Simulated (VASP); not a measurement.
**Ta: single point with PBE**

Ta:

```xyz
1
Lattice="-1.6513 1.6513 1.6348 1.6513 -1.6513 1.6348 1.6513 1.6513 -1.6348" Properties=species:S:1:pos:R:3 pbc="T T T"
Ta    0.0000    0.0000    0.0000
```

```yaml
Program: VASP 6.6.1
Task: single point
Functional: PBE
Potentials_or_basis: VASP PAW PBE potentials, release 64 (Ta_pv)
Cutoff: 520 eV
k_mesh: 10 × 10 × 10
Occupations: fermi-dirac, width 0.05 eV
Spin: no spin polarisation
Dipole_correction: no
Further_INCAR_settings: ALGO = Normal; EDIFF = 1e-06; NBANDS = 12
```

The pressure is 6.9 GPa.

Stress tensor (GPa, compression positive):
```
6.38 0.00 0.00
0.00 6.38 0.00
0.00 0.00 7.94
```

Levels at points of the mesh, in eV from the Fermi level:
```
           k point  band 2  band 3  band 4  band 5  band 6  band 7  band 8  band 9
(0.00, 0.00, 0.00)  -33.07  -33.07   -7.97    0.62    0.75    0.75    3.93    4.11
(0.50, 0.00, 0.00)  -33.47  -33.08   -4.44   -1.64    1.65    3.96    4.98    7.87
(0.50, 0.50, 0.00)  -33.46  -33.08   -4.44   -1.51    1.57    3.79    4.88    7.84
(0.50, 0.50, 0.50)  -33.92  -33.90   -3.89   -3.86    6.87    6.87    6.91    8.65
```

Wall time 14 s on 1 thread of Intel(R) Xeon(R) Platinum 8259CL CPU @ 2.50GHz (Skylake/Cascade Lake) (shared host), peak memory 0.15 GiB.

Caveat: spin-orbit coupling is left out, which moves the levels of the heavy elements.
